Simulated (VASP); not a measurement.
# Ge in VASP: a series of runs

Ge is run at these levels: PBE; tasks: single point.

Everything below comes from runs of VASP 6.6.1. Logs are shortened: lines on timing, memory, paths and dates and some standing lists are left out, and cuts for length are marked.

**1. The cell of the first run**

The typed cell holds 4 atoms: a = 2.711 Å, b = 5.421 Å, c = 5.422 Å, α = 90.00°, β = 90.00°, γ = 90.00°.

This isn't the form of Ge at room conditions, which is diamond.

**2. Single point, PBE**

The input, INCAR:

```
PREC     = Accurate       # precision mode
ENCUT    = 520            # plane-wave cutoff, eV
EDIFF    = 1E-6           # SCF threshold, eV
ISMEAR   = 0              # smearing method
SIGMA    = 0.2            # smearing width, eV
LREAL    = False          # projectors in reciprocal space
LASPH    = True           # aspherical terms in the spheres
NELM     = 100            # most SCF steps
ALGO     = Normal         # electronic algorithm
ISIF     = 2              # what is computed and relaxed
LWAVE    = False          # write WAVECAR
LCHARG   = False          # write CHGCAR
GGA      = PE             # functional
NBANDS   = 36             # bands
```

The input, KPOINTS:

```
Automatic mesh
0
Gamma
  8 4 4
```

The input, POSCAR:

```
Ge
1.0
    1.9170100848      1.9169748753      0.0000000000
    0.0000000000      0.0000000000     -5.4214215075
   -3.8340201696      3.8339497506      0.0000000000
Ge
4
Direct
    0.5000000000      0.0000000000      0.7500000000
    0.5000000000      0.5000000000      0.7500000000
    0.5000000000      0.0000000000      0.2500000000
    0.5000000000      0.5000000000      0.2500000000
```

Potentials or basis: VASP PAW PBE potentials, release 64 (Ge_d).

The run is started by

```bash
cat potpaw_PBE.64/Ge_d/POTCAR > POTCAR
mpirun -np 1 vasp_std > vasp.out
```

OUTCAR:

```text
PREC = Accurate
   ENCUT = 520
   EDIFF = 1E-6
   ISMEAR = 0
   LREAL = False
   LASPH = True
   NELM = 100
   ISIF = 2
   GGA = PE

 ion  position               nearest neighbor table
   1  0.500  0.000  0.750-   2 2.71   2 2.71   3 2.71   3 2.71
   2  0.500  0.500  0.750-   1 2.71   1 2.71   4 2.71   4 2.71
   3  0.500  0.000  0.250-   4 2.71   4 2.71   1 2.71   1 2.71
   4  0.500  0.500  0.250-   3 2.71   3 2.71   2 2.71   2 2.71

  LATTYP: Found a simple monoclinic cell.
 ALAT       =     2.7110367644
 B/A-ratio  =     1.9997594938
 C/A-ratio  =     2.0000000000
 COS(beta)  =    -0.0000183671

  Lattice vectors:

 A1 = (   1.9170100848,   1.9169748753,   0.0000000000)
 A2 = (   0.0000000000,   0.0000000000,  -5.4214215075)
 A3 = (  -3.8340201696,   3.8339497506,   0.0000000000)

Analysis of symmetry for initial positions (statically):
=====================================================================
 Subroutine PRICEL returns following result:

  LATTYP: Found a base centered orthorhombic cell.
 ALAT       =     3.8339497506
 B/A-ratio  =     1.0000183672
 C/A-ratio  =     0.7070282424

  Lattice vectors:

 A1 = (  -1.9170100848,   1.9169748753,   0.0000000000)
 A2 = (   1.9170100848,   1.9169748753,   0.0000000000)
 A3 = (   0.0000000000,   0.0000000000,  -2.7107107537)

   4 primitive cells build up your supercell.

 Routine SETGRP: Setting up the symmetry group for a
 simple monoclinic supercell.

 Subroutine GETGRP returns: Found  4 space group operations
 (whereof  4 operations were pure point group operations)
 out of a pool of  4 trial point group operations.

The static configuration has the point symmetry C_2h.

Analysis of symmetry for dynamics (positions and initial velocities):
=====================================================================
 Subroutine PRICEL returns following result:

  LATTYP: Found a base centered orthorhombic cell.
 ALAT       =     3.8339497506
 B/A-ratio  =     1.0000183672
 C/A-ratio  =     0.7070282424

  Lattice vectors:
[... 120 lines left out ...]
   NGXF,Y,Z  is equivalent  to a cutoff of  24.53, 24.53, 24.53 a.u.
 SYSTEM =  unknown system
   PREC   = accura    normal or accurate (medium, high low for compatibility)
   ISTART =      0    job   : 0-new  1-cont  2-samecut
   ICHARG =      2    charge: 1-file 2-atom 10-const
   ISPIN  =      1    spin polarized calculation?
   LNONCOLLINEAR =      F non collinear calculations
   LSORBIT =      F    spin-orbit coupling
   LASPH  =      T    aspherical Exc in radial PAW
   ENCUT  =  520.0 eV  38.22 Ry    6.18 a.u.   5.04 10.08 10.08*2*pi/ulx,y,z
   NELM   =    100;   NELMIN=  2; NELMDL= -5     # of ELM steps
   EDIFF  = 0.1E-05   stopping-criterion for ELM
   LREAL  =      F    real-space projection
   EDIFFG = 0.1E-04   stopping-criterion for IOM
   NSW    =      0    number of steps for IOM
   IBRION =     -1    ionic relax: 0-MD 1-quasi-New 2-CG
   NFREE  =      0    steps in history (QN), initial steepest desc. (CG)
   ISIF   =      2    stress and relaxation
   ISYM   =      2    0-nonsym 1-usesym 2-fastsym
   POTIM  = 0.5000    time-step for ionic-motion
   TEBEG  =    0.0;   TEEND  =   0.0 temperature during run
   PSTRESS=    0.0 pullay stress
   NELECT =      56.0000    total number of electrons
   NUPDOWN=      -1.0000    fix difference up-down
   EMIN   =  10.00;   EMAX   =-10.00  energy-range for DOS
   EFERMI =   0.00;   METHOD = LEGACY
   ISMEAR =     0;   SIGMA  =   0.20  broadening in eV -4-tet -1-fermi 0-gaus
   EFERMI_NEDOS =   21; number of points for ismear=-14 and -15
   IALGO  =     38    algorithm
   IMIX   =      4    mixing-type and parameters
     AMIX     =   0.40;   BMIX     =  1.00
     AMIX_MAG =   1.60;   BMIX_MAG =  1.00
  volume/ion in A,a.u.               =      19.92       134.45
  Fermi-wavevector in a.u.,A,eV,Ry     =   1.455457  2.750416 28.821988  2.118356
  Thomas-Fermi vector in A             =   2.572490
   LORBIT       =      0    0 simple, 1 ext, 2 COOP (PROOUT), +10 PAW based schemes
   GGA     = PE    functional components
   LHFCALC =     F    Hartree Fock is set to
   AEXX    =    0.0000 exact exchange contribution
   IVDW    =     0    specifies the selected vdW correction
   LEPSILON=     F    determine dielectric tensor
   LRPA    =     F    only Hartree local field effects (RPA)
 non-spin polarized calculation
 Gauss-broadening in eV      SIGMA  =   0.20
  energy-cutoff  :      520.00
  volume of cell :       79.69
 maximum number of plane-waves:      2192
   NGX = 11   NGY = 21   NGZ = 21

 number of electron      55.9999877 magnetization

 Free energy of the ion-electron system (eV)
  ---------------------------------------------------
  ext. energy  EPLUGINS =         0.00000000
  ---------------------------------------------------
  free energy    TOTEN  =       -16.95143528 eV

  energy without entropy =      -16.90098924  energy(sigma->0) =      -16.92621226

 E-fermi :   5.8809     XC(G=0): -10.9061

 val. band max:        5.6864709127   @ k =   0.0000   0.5000   0.2500
 cond. band min:       5.9606343156   @ k =  -0.3750   0.5000   0.2500
 fundamental gap:      0.2741634029
 Fermi energy:         5.8809418401

 k-point     1 :       0.0000    0.0000    0.0000
  band No.  band energies     occupation
      1     -18.7405      2.00000
      2     -18.7404      2.00000
      3     -18.7272      2.00000
      4     -18.7271      2.00000
      5     -18.6521      2.00000
      6     -18.6364      2.00000
[... 925 lines left out ...]
     35      15.0015      0.00000
     36      15.0025      0.00000

 [... further k-points ...]

------------------------ aborting loop because EDIFF is reached ----------------------------------------

  FORCE on cell =-STRESS in cart. coord.  units (eV):
  Direction    XX          YY          ZZ          XY          YZ          ZX
  --------------------------------------------------------------------------------------
  -------------------------------------------------------------------------------------
  Total        0.5400909      0.5403948      0.5390731      0.0000344      0.0000000      0.0000000
  in kB       10.8583408     10.8644511     10.8378775      0.0006907      0.0000000      0.0000000
  external PRESSURE =      10.8535564 kB  Pullay stress =       0.0000000 kB

 VOLUME and BASIS-vectors are now :
 -----------------------------------------------------------------------------
  energy-cutoff  :      520.00
  volume of cell :       79.69
      direct lattice vectors                 reciprocal lattice vectors
     1.917010085  1.916974875  0.000000000     0.260822832  0.260827623  0.000000000
     0.000000000  0.000000000 -5.421421507     0.000000000  0.000000000 -0.184453468
    -3.834020170  3.833949751  0.000000000    -0.130411416  0.130413811  0.000000000

 POSITION                                       TOTAL-FORCE (eV/Angst)
 -----------------------------------------------------------------------------------
     -1.91701      3.83395      0.00000        -0.000000     -0.000000      0.000000
     -1.91701      3.83395     -2.71071         0.000000      0.000000     -0.000000
      0.00000      1.91697      0.00000         0.000000      0.000000      0.000000
      0.00000      1.91697     -2.71071        -0.000000      0.000000     -0.000000
 -----------------------------------------------------------------------------------
    total drift:                               -0.000000     -0.000000     -0.000000

  FREE ENERGIE OF THE ION-ELECTRON SYSTEM (eV)
  ---------------------------------------------------
  free  energy   TOTEN  =       -16.9514352812 eV

  energy  without entropy=      -16.9009892424  energy(sigma->0) =      -16.92621226
```

stdout:

```text
POSCAR found type information on POSCAR Ge
 POSCAR found :  1 types and       4 ions
 scaLAPACK will be used
 LDA part: xc-table for (Slater+PW92), standard interpolation
 -----------------------------------------------------------------------------
|                                                                             |
|           W    W    AA    RRRRR   N    N  II  N    N   GGGG   !!!           |
|           W    W   A  A   R    R  NN   N  II  NN   N  G    G  !!!           |
|           W    W  A    A  R    R  N N  N  II  N N  N  G       !!!           |
|           W WW W  AAAAAA  RRRRR   N  N N  II  N  N N  G  GGG   !            |
|           WW  WW  A    A  R   R   N   NN  II  N   NN  G    G                |
|           W    W  A    A  R    R  N    N  II  N    N   GGGG   !!!           |
|                                                                             |
|     Your reciprocal lattice and k-lattice belong to different lattice       |
|     classes:                                                                |
|                                                                             |
|        The reciprocal lattice is simple monoclinic,                         |
|        whereas your k-lattice is base centered orthorhombic.                |
|                                                                             |
|     Results are often still useful ...                                      |
|                                                                             |
 -----------------------------------------------------------------------------

 POSCAR, INCAR and KPOINTS ok, starting setup
 FFT: planning ... GRIDC
 FFT: planning ... GRID_SOFT
 FFT: planning ... GRID
 WAVECAR not read
 entering main loop
```

Run time: 43 s. Hardware: 1 thread of Intel Xeon 6975P-C (Granite Rapids), shared host; peak memory 0.25 GiB.

Results:

- Free energy: -16.9514 eV
- Pressure: 1.1 GPa
- Band gap on the k mesh: zero (bands 28 and 29 overlap by 2.74 eV)

Levels at points of the mesh, in eV from the Fermi level:
```tsv
k point	band 25	band 26	band 27	band 28	band 29	band 30	band 31	band 32
(0.00, 0.00, 0.00)	-5.53	-5.05	-2.48	-2.48	3.22	6.62	6.62	6.62
(0.50, 0.00, 0.00)	-2.48	-2.48	-2.48	-2.48	-0.52	0.36	0.37	0.37
(0.00, 0.50, 0.00)	-4.39	-4.39	-0.48	-0.48	2.78	2.78	7.57	7.57
(0.50, 0.50, 0.00)	-3.85	-3.85	-1.38	-1.38	-1.38	-1.38	2.78	2.78
(0.00, 0.00, 0.50)	-4.39	-4.39	-0.48	-0.48	2.78	2.78	7.57	7.57
(0.50, 0.00, 0.50)	-3.85	-3.85	-1.38	-1.38	-1.38	-1.38	2.78	2.78
(0.00, 0.50, 0.50)	0.25	0.25	0.25	0.25	1.13	1.13	1.13	1.13
(0.50, 0.50, 0.50)	-3.26	-3.26	-3.26	-3.26	3.15	3.15	3.15	3.15
```

**3. Single point, PBE**

This run uses another cell than the first one, of 20.25 Å³/atom.

The input, INCAR:

```
  PREC = Accurate
  ENCUT = 520
  EDIFF = 1E-6
  ISMEAR = 0
  SIGMA = 0.2
  LREAL = False
  LASPH = True
  NELM = 60
  ALGO = Normal
  ISIF = 2
  LWAVE = False
  LCHARG = False
  GGA = PE
  NBANDS = 36
```

KPOINTS is that of step 2.

The input, POSCAR:

```
Ge
1.0
    1.9198977354      1.9161785344      0.0050041812
   -0.0100701963     -0.0033288519     -5.5264639867
   -3.8239548971      3.8162651528     -0.0063888429
Ge
4
Direct
    0.4993876425     -0.0014283370      0.7496168504
    0.5024255619      0.4985587191      0.7502390612
    0.4978028607      0.0014159636      0.2498244847
    0.5003839350      0.5014536542      0.2503196039
```

Potentials or basis: VASP PAW PBE potentials, release 64 (Ge_d).

The run is started by

```bash
cat potpaw_PBE.64/Ge_d/POTCAR > POTCAR
mpirun -np 1 vasp_std > vasp.out
```

It took 58 s on 1 thread of Intel Xeon 6975P-C (Granite Rapids), shared host; peak memory 0.26 GiB.

The run converged. Its results:

```yaml
Free_energy: -16.9569 eV
Pressure: 0.0 GPa
Largest_force: 0.003 eV/Å
Band_gap_on_the_k_mesh: zero (bands 28 and 29 overlap by 2.60 eV)
```

Forces in eV/Å, atoms in the order of the input:
```
Ge  -0.002  0.002 -0.001
Ge   0.000 -0.001 -0.001
Ge   0.002 -0.002  0.000
Ge   0.000  0.000  0.001
```

Stress tensor (GPa, compression positive):
```
-0.09  0.08 -0.06
 0.08  0.02 -0.01
-0.06 -0.01  0.01
```

Levels at points of the mesh, in eV from the Fermi level:
| k point | band 25 | band 26 | band 27 | band 28 | band 29 | band 30 | band 31 | band 32 |
| --- | --- | --- | --- | --- | --- | --- | --- | --- |
| (0.00, 0.00, 0.00) | -5.44 | -5.18 | -2.63 | -2.31 | 3.23 | 6.02 | 6.70 | 6.85 |
| (0.50, 0.00, 0.00) | -2.62 | -2.41 | -2.36 | -2.34 | -0.69 | 0.20 | 0.28 | 0.58 |
| (0.00, 0.50, 0.00) | -4.38 | -4.38 | -0.72 | -0.72 | 2.60 | 2.60 | 7.32 | 7.32 |
| (0.50, 0.50, 0.00) | -3.70 | -3.70 | -1.38 | -1.38 | -1.31 | -1.31 | 2.54 | 2.54 |
| (0.00, 0.00, 0.50) | -4.28 | -4.28 | -0.32 | -0.31 | 2.69 | 2.70 | 7.14 | 7.14 |
| (0.50, 0.00, 0.50) | -4.05 | -4.04 | -1.51 | -1.51 | -1.23 | -1.23 | 2.94 | 2.95 |
| (0.00, 0.50, 0.50) | 0.18 | 0.18 | 0.20 | 0.20 | 1.05 | 1.05 | 1.08 | 1.08 |
| (0.50, 0.50, 0.50) | -3.24 | -3.24 | -3.23 | -3.23 | 3.09 | 3.09 | 3.11 | 3.11 |

**4. Single point, PBE**

This run uses another cell than the first one: it holds 1 atom, not 4.

The input, INCAR:

```
PREC     = Accurate       # precision mode
ENCUT    = 520            # plane-wave cutoff, eV
EDIFF    = 1E-6           # SCF threshold, eV
ISMEAR   = 0              # smearing method
SIGMA    = 0.1            # smearing width, eV
LREAL    = False          # projectors in reciprocal space
LASPH    = True           # aspherical terms in the spheres
NELM     = 100            # most SCF steps
ALGO     = Normal         # electronic algorithm
ISIF     = 2              # what is computed and relaxed
LWAVE    = False          # write WAVECAR
LCHARG   = True           # write CHGCAR
GGA      = PE             # functional
LELF     = True           # ELF
LVHAR    = True         
NBANDS   = 13             # bands
```

The input, KPOINTS:

```
regular mesh
0
Gamma
  20 20 20
```

The input, POSCAR:

```
Ge
1.0
    1.9170100848     -1.9169748753      0.0000000000
    1.9170100848      1.9169748753      0.0000000000
    0.0000000000      0.0000000000      2.7107107537
Ge
1
Direct
    0.5000000000      0.5000000000      0.0000000000
```

The run is started by

```bash
cat potpaw_PBE.64/Ge_d/POTCAR > POTCAR
mpirun -np 1 vasp_std > vasp.out
```

Wall time 58 s (1 thread of Intel Xeon 6975P-C (Granite Rapids), shared host); peak memory 0.37 GiB.

The run converged. Its results:

```yaml
Free_energy: -4.2710 eV
Pressure: 0.0 GPa
Band_gap_on_the_k_mesh: zero (bands 7 and 8 overlap by 9.10 eV)
```

Levels at points of the mesh, in eV from the Fermi level:
```tsv
k point	band 3	band 4	band 5	band 6	band 7	band 8	band 9	band 10	band 11	band 12
(0.00, 0.00, 0.00)	-24.41	-24.41	-24.41	-12.71	6.60	6.60	6.60	10.04	10.04	12.44
(0.50, 0.00, 0.00)	-24.47	-24.46	-24.41	-9.00	-5.55	9.44	9.45	13.24	15.20	16.31
(0.50, 0.50, 0.00)	-24.47	-24.47	-24.34	-5.08	-2.50	-2.50	3.21	12.23	19.35	19.35
(0.00, 0.00, 0.50)	-24.47	-24.46	-24.41	-9.00	-5.55	9.45	9.45	13.24	15.20	16.31
(0.50, 0.00, 0.50)	-24.47	-24.47	-24.34	-5.07	-2.50	-2.50	3.21	12.23	19.34	19.35
(0.50, 0.50, 0.50)	-24.55	-24.33	-24.33	-0.54	0.35	0.35	0.35	6.91	6.91	6.91
```

**5. Summary**

```tsv
cell	k mesh	smearing	gap on the mesh (eV)	pressure (GPa)
a = 2.711, b = 5.421, c = 5.422 Å, 4 atoms, atomic positions A	8 × 4 × 4	gaussian 0.2 eV	none	1.1
a = 2.713, b = 5.526, c = 5.402 Å, angles 89.9, 90.1, 90.2°, 4 atoms, atomic positions B	8 × 4 × 4	gaussian 0.2 eV	none	0.0
a = 2.711 Å, 1 atom, atomic positions C	20 × 20 × 20	gaussian 0.1 eV	none	0.0
```

Alike in all rows: task single point; level PBE; potentials or basis VASP PAW PBE potentials, release 64 (Ge_d); no spin polarisation; cutoff (eV) 520.

Total energies depend on the potentials used, so only differences within one code and one set of settings carry meaning.

The gap in the log of VASP goes by the Fermi energy; the results here count the filled bands.